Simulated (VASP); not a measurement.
# PbS (I4/mmm) in VASP: further runs

PbS is run at these levels: PBE; tasks: electric field gradients.

All numbers are computed with VASP 6.6.1; they aren't measurements. Logs are shortened: lines on timing, memory, paths and dates and some standing lists are left out, and cuts for length are marked.

## (1) The cell of the first run

The structure is tetragonal, space group I4/mmm (No. 139). The conventional cell has a = 4.193 Å, b = 4.193 Å, c = 5.989 Å, α = 90.00°, β = 90.00°, γ = 90.00°. Within 3.9 Å of Pb (site symmetry 4/mmm) lie 6 S at 2.96 to 2.99 Å. S (site symmetry 4/mmm) has 6 Pb at 2.96 to 2.99 Å within 3.9 Å.

## (2) Electric field gradients, PBE (zz strain of +1 %)

INCAR

```
SYSTEM = PbS
  ALGO = Normal
  EDIFF = 1E-8
  ENCUT = 520
  GGA = PE
  ISIF = 2
  ISMEAR = -1
  LASPH = .True.
  LCHARG = .False.
  LEFG = .True.
  LREAL = .False.
  LWAVE = .False.
  NBANDS = 17
  NELM = 80
  PREC = Accurate
  SIGMA = 0.01
```

KPOINTS

```
k-points
0
Gamma
  8 8 8
  0 0 0
```

POSCAR

```
PbS
1.0
    0.0000000000      2.9650000000      2.9946500000
    2.9650000000      0.0000000000      2.9946500000
    2.9650000000      2.9650000000      0.0000000000
Pb S
1 1
Direct
    0.0000000000      0.0000000000      0.0000000000
    0.5000000000      0.5000000000      0.5000000000
```

Potentials or basis: VASP PAW PBE potentials, release 64 (Pb_d, S).

Command:

```sh
cat potpaw_PBE.64/Pb_d/POTCAR potpaw_PBE.64/S/POTCAR > POTCAR
mpirun -np 1 vasp_std > vasp.out
```

OUTCAR:

```text
SYSTEM = PbS
   EDIFF = 1E-8
   ENCUT = 520
   GGA = PE
   ISIF = 2
   ISMEAR = -1
   LASPH = .True.
   LREAL = .False.
   NELM = 80
   PREC = Accurate

 ion  position               nearest neighbor table
   1  0.000  0.000  0.000-   2 2.96   2 2.96   2 2.96   2 2.96   2 2.99   2 2.99
   2  0.500  0.500  0.500-   1 2.96   1 2.96   1 2.96   1 2.96   1 2.99   1 2.99

  LATTYP: Found a body centered tetragonal cell.
 ALAT       =     4.1931432124
 C/A-ratio  =     1.4283556980

  Lattice vectors:

 A1 = (  -2.9650000000,   0.0000000000,   2.9946500000)
 A2 = (   2.9650000000,   0.0000000000,   2.9946500000)
 A3 = (   0.0000000000,   2.9650000000,  -2.9946500000)

Analysis of symmetry for initial positions (statically):
=====================================================================
 Subroutine PRICEL returns:
 Original cell was already a primitive cell.

 Routine SETGRP: Setting up the symmetry group for a
 body centered tetragonal supercell.

 Subroutine GETGRP returns: Found 16 space group operations
 (whereof 16 operations were pure point group operations)
 out of a pool of 16 trial point group operations.

The static configuration has the point symmetry D_4h.

Analysis of symmetry for dynamics (positions and initial velocities):
=====================================================================
 Subroutine PRICEL returns:
 Original cell was already a primitive cell.

 Routine SETGRP: Setting up the symmetry group for a
 body centered tetragonal supercell.

 Subroutine GETGRP returns: Found 16 space group operations
 (whereof 16 operations were pure point group operations)
 out of a pool of 16 trial point group operations.

The dynamic configuration has the point symmetry D_4h.

 Subroutine INISYM returns: Found 16 space group operations
 (whereof 16 operations are pure point group operations),
 and found     1 'primitive' translations

----------------------------------------------------------------------------------------

                                     Primitive cell

  volume of cell :      52.6533

  direct lattice vectors                    reciprocal lattice vectors
     0.000000000  2.965000000  2.994650000    -0.168634064  0.168634064  0.166964420
     2.965000000  0.000000000  2.994650000     0.168634064 -0.168634064  0.166964420
     2.965000000  2.965000000  0.000000000     0.168634064  0.168634064 -0.166964420

  length of vectors
     4.214161082  4.214161082  4.193143212     0.291121989  0.291121989  0.291121989

  position of ions in fractional coordinates (direct lattice)
     0.000000000  0.000000000  0.000000000
     0.500000000  0.500000000  0.500000000

  ion indices of the primitive-cell ions
   primitive index   ion index
                 1           1
                 2           2

----------------------------------------------------------------------------------------

 KPOINTS: k-points

Automatic generation of k-mesh.
 Grid dimensions read from file:
 generate k-points for:    8    8    8

 Generating k-lattice:

  Cartesian coordinates                     Fractional coordinates (reciprocal lattice)
    -0.021079258  0.021079258  0.020870552     0.125000000 -0.000000000  0.000000000
     0.021079258 -0.021079258  0.020870552    -0.000000000  0.125000000  0.000000000
     0.021079258  0.021079258 -0.020870552     0.000000000  0.000000000  0.125000000

  Length of vectors
     0.036390249  0.036390249  0.036390249

  Shift w.r.t. Gamma in fractional coordinates (k-lattice)
     0.000000000  0.000000000  0.000000000

 Subroutine IBZKPT returns following result:
 ===========================================

 Found     59 irreducible k-points:

 Following reciprocal coordinates:
            Coordinates               Weight
  0.000000  0.000000  0.000000      1.000000
  0.125000 -0.000000  0.000000      8.000000
  0.250000 -0.000000  0.000000      8.000000
  0.375000 -0.000000  0.000000      8.000000
  0.500000 -0.000000  0.000000      4.000000
  0.125000  0.125000  0.000000      2.000000
[... 16 lines left out ...]
  0.250000 -0.000000  0.125000     16.000000
  0.375000 -0.000000  0.125000     16.000000
 [... further k-points ...]
   k-points           NKPTS =     59   k-points in BZ     NKDIM =     59   number of bands    NBANDS=     17
   number of dos      NEDOS =    301   number of ions     NIONS =      2
   total plane-waves  NPLWV =  32768
   dimension x,y,z NGX =    32 NGY =   32 NGZ =   32
   dimension x,y,z NGXF=    64 NGYF=   64 NGZF=   64
   ions per type =               1   1
   NGX,Y,Z   is equivalent  to a cutoff of  12.62, 12.62, 12.69 a.u.
   NGXF,Y,Z  is equivalent  to a cutoff of  25.25, 25.25, 25.37 a.u.
 SYSTEM =  PbS
   PREC   = accura    normal or accurate (medium, high low for compatibility)
   ISTART =      0    job   : 0-new  1-cont  2-samecut
   ICHARG =      2    charge: 1-file 2-atom 10-const
   ISPIN  =      1    spin polarized calculation?
   LNONCOLLINEAR =      F non collinear calculations
   LSORBIT =      F    spin-orbit coupling
   LASPH  =      T    aspherical Exc in radial PAW
   ENCUT  =  520.0 eV  38.22 Ry    6.18 a.u.   7.84  7.84  7.80*2*pi/ulx,y,z
   NELM   =     80;   NELMIN=  2; NELMDL= -5     # of ELM steps
   EDIFF  = 0.1E-07   stopping-criterion for ELM
   LREAL  =      F    real-space projection
   EDIFFG = 0.1E-06   stopping-criterion for IOM
   NSW    =      0    number of steps for IOM
   IBRION =     -1    ionic relax: 0-MD 1-quasi-New 2-CG
   NFREE  =      0    steps in history (QN), initial steepest desc. (CG)
   ISIF   =      2    stress and relaxation
   ISYM   =      2    0-nonsym 1-usesym 2-fastsym
   POTIM  = 0.5000    time-step for ionic-motion
   TEBEG  =    0.0;   TEEND  =   0.0 temperature during run
   PSTRESS=    0.0 pullay stress
   NELECT =      20.0000    total number of electrons
   NUPDOWN=      -1.0000    fix difference up-down
   EMIN   =  10.00;   EMAX   =-10.00  energy-range for DOS
   EFERMI =   0.00;   METHOD = LEGACY
   ISMEAR =    -1;   SIGMA  =   0.01  broadening in eV -4-tet -1-fermi 0-gaus
   EFERMI_NEDOS =   21; number of points for ismear=-14 and -15
   IALGO  =     38    algorithm
   IMIX   =      4    mixing-type and parameters
     AMIX     =   0.40;   BMIX     =  1.00
     AMIX_MAG =   1.60;   BMIX_MAG =  1.00
  volume/ion in A,a.u.               =      26.33       177.66
  Fermi-wavevector in a.u.,A,eV,Ry     =   1.185613  2.240484 19.125418  1.405679
  Thomas-Fermi vector in A             =   2.321803
   LORBIT       =      0    0 simple, 1 ext, 2 COOP (PROOUT), +10 PAW based schemes
   GGA     = PE    functional components
   LHFCALC =     F    Hartree Fock is set to
   AEXX    =    0.0000 exact exchange contribution
   IVDW    =     0    specifies the selected vdW correction
   LEPSILON=     F    determine dielectric tensor
   LRPA    =     F    only Hartree local field effects (RPA)
 non-spin polarized calculation
  energy-cutoff  :      520.00
  volume of cell :       52.65
 maximum number of plane-waves:      1432
   NGX = 15   NGY = 15   NGZ = 15

 number of electron      20.0000000 magnetization

 Free energy of the ion-electron system (eV)
  ---------------------------------------------------
  ext. energy  EPLUGINS =         0.00000000
  ---------------------------------------------------
  free energy    TOTEN  =        -8.76055125 eV

  energy without entropy =       -8.76055125  energy(sigma->0) =       -8.76055125

 E-fermi :   5.8909     XC(G=0):  -9.6389

 val. band max:        5.6941280912   @ k =   0.5000  -0.0000   0.0000
 cond. band min:       6.0893131808   @ k =   0.5000  -0.0000   0.0000
 fundamental gap:      0.3951850897
 Fermi energy:         5.8909410819

 k-point     1 :       0.0000    0.0000    0.0000
  band No.  band energies     occupation
      1     -11.1084      2.00000
      2     -11.1084      2.00000
      3     -11.1057      2.00000
      4     -11.0947      2.00000
      5     -11.0872      2.00000
      6      -7.8132      2.00000
[... 9 lines left out ...]
     16      12.4766      0.00000
     17      14.3882      0.00000

 k-point     2 :       0.1250   -0.0000    0.0000
  band No.  band energies     occupation
      1     -11.1074      2.00000
      2     -11.1051      2.00000
      3     -11.1039      2.00000
      4     -11.0943      2.00000
      5     -11.0887      2.00000
      6      -7.6820      2.00000
[... 9 lines left out ...]
     16      12.8376      0.00000
     17      15.5434      0.00000
[... 421 lines left out ...]
 k-point    24 :       0.3750   -0.0000    0.1250
  band No.  band energies     occupation
      1     -11.1310      2.00000
      2     -11.1076      2.00000
      3     -11.1062      2.00000
      4     -11.0784      2.00000
      5     -11.0632      2.00000
      6      -6.8935      2.00000
[... 9 lines left out ...]
     16      15.4651      0.00000
     17      17.3764      0.00000

 [... further k-points ...]
[... 5 lines left out ...]
  --------------------------------------------------------------------------------------
  -------------------------------------------------------------------------------------
  Total        0.6644598      0.6644598      0.2626537      0.0000000      0.0000000     -0.0000000
  in kB       20.2187281     20.2187281      7.9922429      0.0000000      0.0000000     -0.0000000
  external PRESSURE =      16.1432331 kB  Pullay stress =       0.0000000 kB

 VOLUME and BASIS-vectors are now :
 -----------------------------------------------------------------------------
  energy-cutoff  :      520.00
  volume of cell :       52.65
      direct lattice vectors                 reciprocal lattice vectors
     0.000000000  2.965000000  2.994650000    -0.168634064  0.168634064  0.166964420
     2.965000000  0.000000000  2.994650000     0.168634064 -0.168634064  0.166964420
     2.965000000  2.965000000  0.000000000     0.168634064  0.168634064 -0.166964420

 POSITION                                       TOTAL-FORCE (eV/Angst)
 -----------------------------------------------------------------------------------
      0.00000      0.00000      0.00000        -0.000000      0.000000     -0.000000
      2.96500      2.96500      2.99465         0.000000     -0.000000      0.000000
 -----------------------------------------------------------------------------------
    total drift:                                0.000000     -0.000000     -0.000000

  FREE ENERGIE OF THE ION-ELECTRON SYSTEM (eV)
  ---------------------------------------------------
  free  energy   TOTEN  =        -8.7605512496 eV

  energy  without entropy=       -8.7605512495  energy(sigma->0) =       -8.76055125

 Electric field gradients (V/A^2)
---------------------------------------------------------------------
 ion       V_xx      V_yy      V_zz      V_xy      V_xz      V_yz
---------------------------------------------------------------------
   1     -14.432   -14.432    28.864    -0.001    -0.001    -0.001
   2      -0.552    -0.552     1.103    -0.001    -0.000    -0.000
---------------------------------------------------------------------

 Electric field gradients after diagonalization (V/A^2)
 (convention: |V_zz| > |V_xx| > |V_yy|)
----------------------------------------------------------------------
 ion       V_xx      V_yy      V_zz     asymmetry (V_yy - V_xx)/ V_zz
----------------------------------------------------------------------
   1     -14.434   -14.431    28.864       0.000
   2      -0.552    -0.551     1.103       0.001
----------------------------------------------------------------------

           NMR quadrupolar parameters

 Cq : quadrupolar parameter    Cq=e*Q*V_zz/h
 eta: asymmetry parameters     (V_yy - V_xx)/ V_zz
 Q  : nuclear electric quadrupole moment in mb (millibarn)
----------------------------------------------------------------------
 ion       Cq(MHz)       eta       Q (mb)
----------------------------------------------------------------------
   1       0.070       0.000       1.000
   2       0.003       0.001       1.000
----------------------------------------------------------------------
```

It took 26 s on 1 thread of Intel Xeon 6975P-C (Granite Rapids), shared host; peak memory 0.2 GiB.

Results:

```
Free energy            : -8.7606 eV
Pressure               : 1.6 GPa
Band gap on the k mesh : 0.40 eV, direct
```

Levels at points of the mesh, in eV from the valence-band top:
| k point | band 7 | band 8 | band 9 | band 10 | band 11 | band 12 | band 13 | band 14 |
| --- | --- | --- | --- | --- | --- | --- | --- | --- |
| (0.00, 0.00, 0.00) | -6.04 | -2.15 | -2.15 | -2.07 | 5.05 | 5.27 | 5.27 | 6.72 |
| (0.50, 0.00, 0.00) | -8.79 | -1.75 | -1.73 | 0.00 | 0.40 | 1.96 | 2.02 | 8.66 |
| (0.50, 0.50, 0.00) | -7.15 | -5.10 | -3.36 | -3.36 | 3.94 | 5.48 | 5.70 | 5.70 |
| (0.50, 0.00, 0.50) | -7.20 | -5.12 | -3.43 | -3.33 | 3.90 | 5.53 | 5.59 | 5.74 |

Electric field gradients, principal values (V/Å²):
```
atom    least   middle  greatest (by size)
1 Pb  -14.431  -14.434              28.864
 2 S   -0.551   -0.552               1.103
```

Caveat: the cell differs from its parent crystal (zz strain of +1 %); without QUAD_EFG the Cq values of the log hold for a quadrupole moment of 1 mb, not for the nuclei; spin-orbit coupling is left out, which moves the levels of the heavy elements. A k mesh can miss the band edges.

(Part 1 of 2 ends here.)
